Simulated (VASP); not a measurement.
**Mg: electric field gradients with PBEsol**

Mg:

```
Mg
1.0
     3.21993    0.00000    0.00000
    -1.60997    2.78854    0.00000
     0.00000    0.00000    5.22764
Mg
2
Direct
  0.33333 0.66667 0.25000
  0.66667 0.33333 0.75000
```

```yaml
Program: VASP 6.6.1
Task: electric field gradients
Functional: PBEsol
Potentials_or_basis: VASP PAW PBE potentials, release 64 (Mg)
Cutoff: 520 eV
k_mesh: 12 × 12 × 7
Occupations: fermi-dirac, width 0.08 eV
Spin: no spin polarisation
Dipole_correction: no
Further_INCAR_settings: ALGO = Normal; EDIFF = 1e-08; NBANDS = 9
```

The pressure is -1.5 GPa. The band gap on the k mesh is zero (bands 2 and 3 overlap by 2.23 eV) and the largest electric field gradient by atom is Mg +1.0 V/Å².

Stress tensor (GPa, compression positive):
```
-1.24  0.00  0.00
 0.00 -1.24  0.00
 0.00  0.00 -2.01
```

Levels at points of the mesh, in eV from the Fermi level:
```
           k point  band 1  band 2  band 3  band 4  band 5  band 6
(0.00, 0.00, 0.00)   -6.80   -1.61   -1.20   10.84   10.84   10.91
(0.50, 0.00, 0.00)   -2.07   -2.07    2.67    3.05    3.25    3.68
```

Electric field gradients, principal values (V/Å²):
| atom | least | middle | greatest (by size) |
| --- | --- | --- | --- |
| 1 Mg | -0.481 | -0.481 | 0.961 |
| 2 Mg | -0.481 | -0.481 | 0.961 |

It took 33 s on 1 thread of AMD EPYC 7R43 64-Core Processor (Zen 3), with other jobs on the host, peak memory 0.13 GiB.

Caveat: without QUAD_EFG the Cq values of the log hold for a quadrupole moment of 1 mb, not for the nuclei; the PAW data sets were made with another functional, which shifts forces and pressure a little.
